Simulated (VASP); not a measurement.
Ta2N:

```
Ta N
1.0
     3.11286    0.00000    0.00000
    -1.55643    2.69582    0.00000
     0.00000    0.00000    4.86984
Ta N
2 1
Direct
  0.66667 0.33333 0.74529
  0.33333 0.66667 0.25471
  0.00000 0.00000 0.00000
```

```yaml
Program: VASP 6.6.1
Task: relaxation of cell and atoms
Functional: r2SCAN
Potentials_or_basis: VASP PAW PBE potentials, release 64 (Ta_pv, N)
Cutoff: 600 eV
k_mesh: 15 × 15 × 10
Occupations: gaussian, width 0.1 eV
Spin: no spin polarisation
```

At the start: pressure -4.3 GPa; volume 13.62 Å³/atom.

**Question.** Where does the relaxation end?

**Answer.** Over 9 steps the energy falls by 4.8 meV/atom and the volume is 13.39 Å³/atom (-1.7 %); space group P-3m1 (No. 164, to 0.1 Å) before and after.

Step by step:
| step | energy change (eV) | largest force (eV/Å) | pressure (GPa) | volume (Å³) |
| --- | --- | --- | --- | --- |
| 1 | 0.0000 | 0.1034 | -4.31 | 40.87 |
| 2 | 0.0428 | 0.3725 | 12.29 | 38.74 |
| 3 | -0.0098 | 0.1825 | 0.30 | 40.21 |
| 4 | -0.0134 | 0.0384 | 0.12 | 40.19 |
| 5 | -0.0141 | 0.0483 | 0.03 | 40.17 |
| 6 | -0.0143 | 0.0127 | 0.00 | 40.18 |
| 7 | -0.0143 | 0.0047 | 0.00 | 40.18 |
| 8 | -0.0143 | 0.0056 | 0.00 | 40.18 |
| 9 | -0.0143 | 0.0020 | -0.02 | 40.18 |

Final structure:
```
CELL_PARAMETERS angstrom
3.07718 0.00000 0.00000
-1.53859 2.66492 0.00000
0.00000 0.00000 4.90023
ATOMIC_POSITIONS crystal
Ta 0.66667 0.33333 0.74264
Ta 0.33333 0.66667 0.25736
N 0.00000 0.00000 0.00000
```

Caveat: the PAW data sets were made with another functional, which shifts forces and pressure a little.
